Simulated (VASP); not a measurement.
# InPd (Pm-3m) in VASP: notebook, part 2 of 2

VASP 6.6.1. Earlier steps stand in the parts before.

### 3 Single point, r2SCAN

This run uses another cell than the first one, of 17.45 Å³/atom.

Input file POSCAR:

```
InPd
1.0
    3.2681211628      0.0000000000      0.0000000000
    0.0000000000      3.2681211628      0.0000000000
    0.0000000000      0.0000000000      3.2681211628
In Pd
1 1
Direct
    0.5000000000      0.5000000000      0.5000000000
    0.0000000000      0.0000000000      0.0000000000
```

Input file INCAR.step1:

```
SYSTEM = InPd
  ALGO = Normal
  EDIFF = 1E-4
  ENCUT = 520
  GGA = PE
  ISMEAR = 0
  LASPH = .True.
  LCHARG = .False.
  LREAL = .False.
  LWAVE = .True.
  NBANDS = 18
  NELM = 100
  PREC = Accurate
  SIGMA = 0.1
```

Input file INCAR.step2:

```
SYSTEM = InPd
  ALGO = Normal
  EDIFF = 1E-7
  ENCUT = 520
  ISIF = 2
  ISMEAR = 0
  ISTART = 1
  LASPH = .True.
  LCHARG = .True.
  LELF = .True.
  LMIXTAU = .True.
  LREAL = .False.
  LVHAR = .True.
  LWAVE = .False.
  METAGGA = R2SCAN
  NBANDS = 18
  NELM = 100
  PREC = Accurate
  SIGMA = 0.1
```

Input file KPOINTS:

```
k-points
0
Gamma
  6 6 6
  0 0 0
```

Potentials or basis: VASP PAW PBE potentials, release 64 (In_d, Pd).

The run is started by

```
$ cat potpaw_PBE.64/In_d/POTCAR potpaw_PBE.64/Pd/POTCAR > POTCAR
$ cp INCAR.step1 INCAR
$ mpirun -np 1 vasp_std > vasp.out
$ cp INCAR.step2 INCAR
$ mpirun -np 1 vasp_std > vasp.out
```

Run time: 26 s. Hardware: 1 thread of Intel Xeon Platinum 8488C (Sapphire Rapids), shared host; peak memory 0.14 GiB.

It converged, with:

```
Free energy            : -46.6098 eV
Pressure               : 0.6 GPa
Band gap on the k mesh : zero (an odd number of electrons rules out a gap without spin polarisation)
```

Levels at points of the mesh, in eV from the Fermi level:
| k point | band 9 | band 10 | band 11 | band 12 | band 13 | band 14 |
| --- | --- | --- | --- | --- | --- | --- |
| (0.00, 0.00, 0.00) | -2.48 | -2.48 | -2.48 | 4.46 | 4.46 | 4.46 |
| (0.50, 0.00, 0.00) | -3.50 | -3.50 | -2.56 | -1.27 | 10.08 | 10.08 |
| (0.50, 0.50, 0.00) | -2.92 | -2.50 | -2.50 | -1.91 | 1.57 | 2.56 |
| (0.50, 0.50, 0.50) | -1.86 | -1.86 | 0.21 | 3.90 | 3.90 | 3.90 |

Caveat: the PAW data sets were made with another functional, which shifts forces and pressure a little; spin-orbit coupling is left out, which moves the levels of the heavy elements.

### 4 Relaxation of cell and atoms, r2SCAN

Input file POSCAR:

```
InPd
1.0
    3.0882264989      0.0000000000      0.0000000000
    0.0000000000      3.0882264989      0.0000000000
    0.0000000000      0.0000000000      3.0882264989
In Pd
1 1
Direct
    0.5000000000      0.5000000000      0.5000000000
    0.0000000000      0.0000000000      0.0000000000
```

Input file INCAR.step1:

```
PREC = Accurate
ENCUT = 600
ISMEAR = 0
SIGMA = 0.1
LREAL = F
LASPH = T
NELM = 60
GGA = PE
ALGO = Normal
EDIFF = 1E-4
LWAVE = T
LCHARG = F
```

Input file INCAR.step2:

```
PREC = Accurate
ENCUT = 600
EDIFF = 1E-7
ISMEAR = 0
SIGMA = 0.1
LREAL = F
LASPH = T
NELM = 60
ALGO = Normal
ISIF = 3
LWAVE = F
LCHARG = F
METAGGA = R2SCAN
LMIXTAU = T
IBRION = 2
NSW = 80
EDIFFG = -0.05
ISTART = 1
```

Input file KPOINTS:

```
Automatic mesh
0
Gamma
  6 6 6
```

The run is started by

```
$ cat potpaw_PBE.64/In_d/POTCAR potpaw_PBE.64/Pd/POTCAR > POTCAR
$ cp INCAR.step1 INCAR
$ mpirun -np 1 vasp_std > vasp.out
$ cp INCAR.step2 INCAR
$ mpirun -np 1 vasp_std > vasp.out
```

Run time: 3.4 min. Hardware: 1 thread of Intel Xeon Platinum 8488C (Sapphire Rapids), shared host; peak memory 0.17 GiB.

The run converged. Its results:

```yaml
Free_energy: -46.6066 eV
Relaxed_volume: 17.53 Å³/atom
Relaxed_cell: a = 3.273 Å, b = 3.273 Å, c = 3.273 Å, α = 90.00°, β = 90.00°, γ = 90.00°
Space_group_after_relaxing_to_0.1_Å: Pm-3m (No. 221)
Energy_gained_by_relaxing: 270.1 meV/atom
Ionic_steps: 5
Pressure_after_relaxing: 0.0 GPa
Band_gap_on_the_k_mesh: zero (an odd number of electrons rules out a gap without spin polarisation)
```

Step by step:
```tsv
step	energy change (eV)	largest force (eV/Å)	pressure (GPa)	volume (Å³)
1	0.0000	0.0000	37.01	29.45
2	0.2533	0.0000	-16.11	46.46
3	-0.5374	0.0000	-1.79	35.57
4	-0.5400	0.0000	-0.51	35.21
5	-0.5402	0.0000	0.01	35.07
```

Final structure:
```
In Pd
1.0
     3.27324    0.00000    0.00000
     0.00000    3.27324    0.00000
     0.00000    0.00000    3.27324
In Pd
1 1
Direct
  0.50000 0.50000 0.50000
  0.00000 0.00000 0.00000
```

Levels at points of the mesh, in eV from the Fermi level:
| k point | band 8 | band 9 | band 10 | band 11 | band 12 | band 13 | band 14 | band 15 |
| --- | --- | --- | --- | --- | --- | --- | --- | --- |
| (0.00, 0.00, 0.00) | -4.08 | -2.47 | -2.47 | -2.47 | 4.45 | 4.45 | 4.45 | 10.05 |
| (0.50, 0.00, 0.00) | -4.05 | -3.48 | -3.48 | -2.54 | -1.26 | 10.03 | 10.03 | 10.15 |
| (0.50, 0.50, 0.00) | -2.90 | -2.90 | -2.48 | -2.48 | -1.90 | 1.55 | 2.55 | 10.04 |
| (0.50, 0.50, 0.50) | -5.16 | -1.85 | -1.85 | 0.19 | 3.90 | 3.90 | 3.90 | 4.51 |

Caveat: the volume moved by over 15 % at a fixed basis, so the end points are rough; the PAW data sets were made with another functional, which shifts forces and pressure a little; spin-orbit coupling is left out, which moves the levels of the heavy elements. Zero-point motion and thermal expansion aren't in these numbers.

### 5 Single point, r2SCAN

This run uses another cell than the first one, of 17.43 Å³/atom.

Input file POSCAR:

```
InPd
1.0
    3.2666568578      0.0000000000      0.0000000000
    0.0000000000      3.2666568578      0.0000000000
    0.0000000000      0.0000000000      3.2666568578
In Pd
1 1
Direct
    0.5000000000      0.5000000000      0.5000000000
    0.0000000000      0.0000000000      0.0000000000
```

Input file INCAR.step1:

```
PREC = Accurate
ENCUT = 520
ISMEAR = 0
SIGMA = 0.1
LREAL = F
LASPH = T
NELM = 60
NBANDS = 18
GGA = PE
ALGO = Normal
EDIFF = 1E-4
LWAVE = T
LCHARG = F
```

Input file INCAR.step2:

```
PREC = Accurate
ENCUT = 520
EDIFF = 1E-7
ISMEAR = 0
SIGMA = 0.1
LREAL = F
LASPH = T
NELM = 60
ALGO = Normal
ISIF = 2
LWAVE = F
LCHARG = F
METAGGA = R2SCAN
LMIXTAU = T
NBANDS = 18
ISTART = 1
```

Input file KPOINTS:

```
Automatic mesh
0
Gamma
  14 14 14
```

The run is started by

```
$ cat potpaw_PBE.64/In_d/POTCAR potpaw_PBE.64/Pd/POTCAR > POTCAR
$ cp INCAR.step1 INCAR
$ mpirun -np 1 vasp_std > vasp.out
$ cp INCAR.step2 INCAR
$ mpirun -np 1 vasp_std > vasp.out
```

Run time: 100 s. Hardware: 1 thread of Intel Xeon Platinum 8488C (Sapphire Rapids), shared host; peak memory 0.2 GiB.

It converged, with:

- Free energy: -46.6456 eV
- Pressure: 0.6 GPa
- Band gap on the k mesh: zero (an odd number of electrons rules out a gap without spin polarisation)

Levels at points of the mesh, in eV from the Fermi level:
```tsv
k point	band 9	band 10	band 11	band 12	band 13	band 14	band 15	band 16
(0.00, 0.00, 0.00)	-2.50	-2.50	-2.50	4.42	4.42	4.42	10.09	10.82
(0.50, 0.00, 0.00)	-3.53	-3.53	-2.57	-1.29	10.05	10.05	10.11	11.14
(0.50, 0.50, 0.00)	-2.93	-2.55	-2.55	-1.92	1.55	2.53	10.04	11.85
(0.50, 0.50, 0.50)	-1.88	-1.88	0.17	3.86	3.86	3.86	4.50	4.50
```

Caveat: the PAW data sets were made with another functional, which shifts forces and pressure a little; spin-orbit coupling is left out, which moves the levels of the heavy elements.

### 6 Relaxation of cell and atoms, r2SCAN

This run uses another cell than the first one, of 17.45 Å³/atom.

Input file POSCAR:

```
InPd
1.0
    3.2681211628      0.0000000000      0.0000000000
    0.0000000000      3.2681211628      0.0000000000
    0.0000000000      0.0000000000      3.2681211628
In Pd
1 1
Direct
    0.5000000000      0.5000000000      0.5000000000
    0.0000000000      0.0000000000      0.0000000000
```

Input file INCAR.step1:

```
ALGO = Normal
EDIFF = 1E-4
ENCUT = 600
GGA = PE
ISMEAR = 0
LASPH = True
LCHARG = False
LREAL = False
LWAVE = True
NELM = 80
PREC = Accurate
SIGMA = 0.1
```

Input file INCAR.step2:

```
ALGO = Normal
EDIFF = 1E-7
EDIFFG = -0.01
ENCUT = 600
IBRION = 2
ISIF = 3
ISMEAR = 0
ISTART = 1
LASPH = True
LCHARG = False
LMIXTAU = True
LREAL = False
LWAVE = False
METAGGA = R2SCAN
NELM = 80
NSW = 80
PREC = Accurate
SIGMA = 0.1
```

Input file KPOINTS:

```
k-points
0
Gamma
  14 14 14
```

Potentials or basis: VASP PAW PBE potentials, release 64 (In_d, Pd).

The run is started by

```
$ cat potpaw_PBE.64/In_d/POTCAR potpaw_PBE.64/Pd/POTCAR > POTCAR
$ cp INCAR.step1 INCAR
$ mpirun -np 1 vasp_std > vasp.out
$ cp INCAR.step2 INCAR
$ mpirun -np 1 vasp_std > vasp.out
```

It took 11 min on 1 thread of Intel Xeon Platinum 8488C (Sapphire Rapids), shared host; peak memory 0.23 GiB.

The run converged. Its results:

```yaml
Free_energy: -46.6456 eV
Relaxed_volume: 17.51 Å³/atom
Relaxed_cell: a = 3.271 Å, b = 3.271 Å, c = 3.271 Å, α = 90.00°, β = 90.00°, γ = 90.00°
Space_group_after_relaxing_to_0.1_Å: Pm-3m (No. 221)
Energy_gained_by_relaxing: 0.1 meV/atom
Ionic_steps: 3
Pressure_after_relaxing: 0.0 GPa
Band_gap_on_the_k_mesh: zero (an odd number of electrons rules out a gap without spin polarisation)
```

Step by step:
```csv
step,energy change (eV),largest force (eV/Å),pressure (GPa),volume (Å³)
1,0.0000,0.0000,0.43,34.91
2,0.0001,0.0000,-0.48,35.14
3,-0.0001,0.0000,0.02,35.01
```

Final structure:
```xyz
2
Lattice="3.2715 0.0000 0.0000 0.0000 3.2715 0.0000 0.0000 0.0000 3.2715" Properties=species:S:1:pos:R:3 pbc="T T T"
In    1.6357    1.6357    1.6357
Pd    0.0000    0.0000    0.0000
```

Levels at points of the mesh, in eV from the Fermi level:
| k point | band 9 | band 10 | band 11 | band 12 | band 13 | band 14 | band 15 |
| --- | --- | --- | --- | --- | --- | --- | --- |
| (0.00, 0.00, 0.00) | -2.49 | -2.49 | -2.49 | 4.41 | 4.41 | 4.41 | 10.03 |
| (0.50, 0.00, 0.00) | -3.51 | -3.51 | -2.56 | -1.28 | 10.01 | 10.01 | 10.10 |
| (0.50, 0.50, 0.00) | -2.92 | -2.53 | -2.53 | -1.91 | 1.53 | 2.52 | 10.01 |
| (0.50, 0.50, 0.50) | -1.87 | -1.87 | 0.15 | 3.86 | 3.86 | 3.86 | 4.48 |

Caveat: the PAW data sets were made with another functional, which shifts forces and pressure a little; spin-orbit coupling is left out, which moves the levels of the heavy elements. Zero-point motion and thermal expansion aren't in these numbers.

### 7 The runs side by side

| task | cell | k mesh | cutoff (eV) | gap on the mesh (eV) | pressure (GPa) | relaxed volume (Å³/atom) |
| --- | --- | --- | --- | --- | --- | --- |
| single point | a = 3.088 Å, 2 atoms | 6 × 6 × 6 | 550 | none | 37.0 | - |
| single point | a = 3.268 Å, 2 atoms | 6 × 6 × 6 | 520 | none | 0.6 | - |
| relaxation of cell and atoms | relaxed from a = 3.088 Å, 2 atoms | 6 × 6 × 6 | 600 | none | 0.0 | 17.53 |
| single point | a = 3.267 Å, 2 atoms | 14 × 14 × 14 | 520 | none | 0.6 | - |
| relaxation of cell and atoms | relaxed from a = 3.268 Å, 2 atoms | 14 × 14 × 14 | 600 | none | 0.0 | 17.51 |

Alike in all rows: level r2SCAN; potentials or basis VASP PAW PBE potentials, release 64 (In_d, Pd); no spin polarisation; smearing gaussian 0.1 eV.

Caveats: the PAW data sets were made with another functional, which shifts forces and pressure a little; spin-orbit coupling is left out, which moves the levels of the heavy elements; the cell stands under pressure (at least some runs); the volume moved by over 15 % at a fixed basis, so the end points are rough (at least some runs).

Total energies depend on the potentials used, so only differences within one code and one set of settings carry meaning.
